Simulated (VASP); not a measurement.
Here is a VASP 6.6.1 calculation.

File INCAR:

```
SYSTEM = H
  ALGO = Normal
  EDIFF = 1E-7
  ENCUT = 520
  GGA = PE
  ISIF = 2
  ISMEAR = 0
  LASPH = .TRUE.
  LCHARG = .FALSE.
  LREAL = .FALSE.
  LWAVE = .FALSE.
  NBANDS = 10
  NELM = 80
  PREC = Accurate
  SIGMA = 0.02
```

Contents of KPOINTS:

```
k-points
0
G
  8 8 4
  0 0 0
```

Contents of POSCAR:

```
H
1.0
    1.6232598666     -2.5854063253      0.0000000000
    1.6232598666      2.5854063253      0.0000000000
    0.0000000000      0.0000000000      6.1132433286
H
4
Direct
    0.5599635806      0.4400364194      0.9990801686
    0.4400364194      0.5599635806     -0.0317096117
    0.4400364194      0.5599635806      0.5317096117
    0.5599635806      0.4400364194      0.5009198314
```

Potentials or basis: VASP PAW PBE potentials, release 64 (H).

Run with:

```console
$ cat potpaw_PBE.64/H/POTCAR > POTCAR
$ mpirun -np 1 vasp_std > vasp.out
```

(1) Estimate the largest force.

(2) What does it give for the band gap on the k mesh?

(3) Estimate the pressure.

Results:

(1) 4.985 eV/Å.

(2) 9.46 eV, direct.

(3) 6.9 GPa.

Caveat: the cell differs from its parent crystal (strained and its atoms moved); forces of over 1 eV/Å act on the atoms, so gaps and moduli don't describe the material at rest.
